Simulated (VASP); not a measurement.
# Pb in VASP: further runs, part 2 of 2

VASP 6.6.1. The steps go on from the part before.

### 4 Equation of state, optB86b-vdW

Input file POSCAR.step1:

```
Pb
1.0
    0.0000000000      2.3984233492      2.3984233492
    2.3984233492      0.0000000000      2.3984233492
    2.3984233492      2.3984233492      0.0000000000
Pb
1
Direct
    0.0000000000      0.0000000000      0.0000000000
```

Input file POSCAR.step2:

```
Pb
1.0
    0.0000000000      2.4244952108      2.4244952108
    2.4244952108      0.0000000000      2.4244952108
    2.4244952108      2.4244952108      0.0000000000
Pb
1
Direct
    0.0000000000      0.0000000000      0.0000000000
```

Input file POSCAR.step3:

```
Pb
1.0
    0.0000000000      2.4500180886      2.4500180886
    2.4500180886      0.0000000000      2.4500180886
    2.4500180886      2.4500180886      0.0000000000
Pb
1
Direct
    0.0000000000      0.0000000000      0.0000000000
```

Input file POSCAR.step4:

```
Pb
1.0
    0.0000000000      2.4750200000      2.4750200000
    2.4750200000      0.0000000000      2.4750200000
    2.4750200000      2.4750200000      0.0000000000
Pb
1
Direct
    0.0000000000      0.0000000000      0.0000000000
```

Input file POSCAR.step5:

```
Pb
1.0
    0.0000000000      2.4995267423      2.4995267423
    2.4995267423      0.0000000000      2.4995267423
    2.4995267423      2.4995267423      0.0000000000
Pb
1
Direct
    0.0000000000      0.0000000000      0.0000000000
```

Input file POSCAR.step6:

```
Pb
1.0
    0.0000000000      2.5235621278      2.5235621278
    2.5235621278      0.0000000000      2.5235621278
    2.5235621278      2.5235621278      0.0000000000
Pb
1
Direct
    0.0000000000      0.0000000000      0.0000000000
```

Input file POSCAR.step7:

```
Pb
1.0
    0.0000000000      2.5471481876      2.5471481876
    2.5471481876      0.0000000000      2.5471481876
    2.5471481876      2.5471481876      0.0000000000
Pb
1
Direct
    0.0000000000      0.0000000000      0.0000000000
```

Input file INCAR:

```
SYSTEM = Pb
GGA = MK
LUSE_VDW = .True.
AGGAC = 0.0
PARAM1 = 0.1234
PARAM2 = 1.0
ISMEAR = 1
SIGMA = 0.05
LWAVE = .False.
LCHARG = .False.
ISIF = 2
NSW = 0
PREC = Accurate
LASPH = .True.
LREAL = .False.
ALGO = Normal
EDIFF = 1E-7
NELM = 120
GGA_COMPAT = .False.
ENCUT = 620
```

Input file KPOINTS:

```
Automatic mesh
0
Gamma
  18 18 18
  0 0 0
```

Potentials or basis: VASP PAW PBE potentials, release 64 (Pb_d).

On the command line:

```bash
$ cat potpaw_PBE.64/Pb_d/POTCAR > POTCAR
$ cp POSCAR.step1 POSCAR
$ mpirun -np 1 vasp_std > vasp.out
$ cp POSCAR.step2 POSCAR
$ mpirun -np 1 vasp_std > vasp.out
$ cp POSCAR.step3 POSCAR
$ mpirun -np 1 vasp_std > vasp.out
$ cp POSCAR.step4 POSCAR
$ mpirun -np 1 vasp_std > vasp.out
$ cp POSCAR.step5 POSCAR
$ mpirun -np 1 vasp_std > vasp.out
$ cp POSCAR.step6 POSCAR
$ mpirun -np 1 vasp_std > vasp.out
$ cp POSCAR.step7 POSCAR
$ mpirun -np 1 vasp_std > vasp.out
```

OUTCAR:

```text
SYSTEM = Pb
   GGA = MK
   ISMEAR = 1
   ISIF = 2
   NSW = 0
   PREC = Accurate
   LASPH = .True.
   LREAL = .False.
   EDIFF = 1E-7
   NELM = 120
   ENCUT = 620

 ion  position               nearest neighbor table
   1  0.000  0.000  0.000-

  LATTYP: Found a face centered cubic cell.
 ALAT       =     5.0942963752

  Lattice vectors:

 A1 = (   0.0000000000,   2.5471481876,   2.5471481876)
 A2 = (   2.5471481876,   0.0000000000,   2.5471481876)
[... 525 lines left out ...]

 [... further k-points ...]

------------------------ aborting loop because EDIFF is reached ----------------------------------------

  FORCE on cell =-STRESS in cart. coord.  units (eV):
  Direction    XX          YY          ZZ          XY          YZ          ZX
  --------------------------------------------------------------------------------------
  -------------------------------------------------------------------------------------
  Total       -0.5217510     -0.5217510     -0.5217510      0.0000000      0.0000000     -0.0000000
  in kB      -25.2918896    -25.2918896    -25.2918896      0.0000000      0.0000000     -0.0000000
  external PRESSURE =     -25.2918896 kB  Pullay stress =       0.0000000 kB

 VOLUME and BASIS-vectors are now :
 -----------------------------------------------------------------------------
  energy-cutoff  :      620.00
  volume of cell :       33.05
      direct lattice vectors                 reciprocal lattice vectors
     0.000000000  2.547148188  2.547148188    -0.196297963  0.196297963  0.196297963
     2.547148188  0.000000000  2.547148188     0.196297963 -0.196297963  0.196297963
     2.547148188  2.547148188  0.000000000     0.196297963  0.196297963 -0.196297963

 POSITION                                       TOTAL-FORCE (eV/Angst)
 -----------------------------------------------------------------------------------
      0.00000      0.00000      0.00000        -0.000000      0.000000      0.000000
 -----------------------------------------------------------------------------------
    total drift:                               -0.000000     -0.000000      0.000000

  FREE ENERGIE OF THE ION-ELECTRON SYSTEM (eV)
  ---------------------------------------------------
  free  energy   TOTEN  =        -0.4465576186 eV

  energy  without entropy=       -0.4462786963  energy(sigma->0) =       -0.44646464

Total vdW correction in eV:      2.4657669
```

OUTCAR.step2:

```text
SYSTEM = Pb
   GGA = MK
   ISMEAR = 1
   ISIF = 2
   NSW = 0
   PREC = Accurate
   LASPH = .True.
[... 562 lines left out ...]
 -----------------------------------------------------------------------------------
      0.00000      0.00000      0.00000         0.000000      0.000000      0.000000
 -----------------------------------------------------------------------------------
    total drift:                               -0.000000     -0.000000     -0.000000

  FREE ENERGIE OF THE ION-ELECTRON SYSTEM (eV)
  ---------------------------------------------------
  free  energy   TOTEN  =        -0.4377570107 eV

  energy  without entropy=       -0.4374548719  energy(sigma->0) =       -0.43765630

Total vdW correction in eV:      2.3491875
```

It took 8.4 min on 1 thread of Intel Xeon Platinum 8375C at 2.90GHz (Ice Lake), shared host; peak memory 0.42 GiB.

Results:

```
Equilibrium volume                      : 30.82 Å³/atom
Bulk modulus                            : 43 GPa
Pressure derivative of the bulk modulus : 5.3 (rough: it moves with the points fitted)
```

Energy against volume, from the lowest point:
```
volume (Å³/atom)  energy (meV/atom)
          27.594              56.45
          28.503              26.74
          29.413               8.83
          30.323               0.59
          31.232               0.00
          32.142               6.09
          33.052              17.94
```

Caveat: the PAW data sets were made with another functional, which shifts forces and pressure a little.
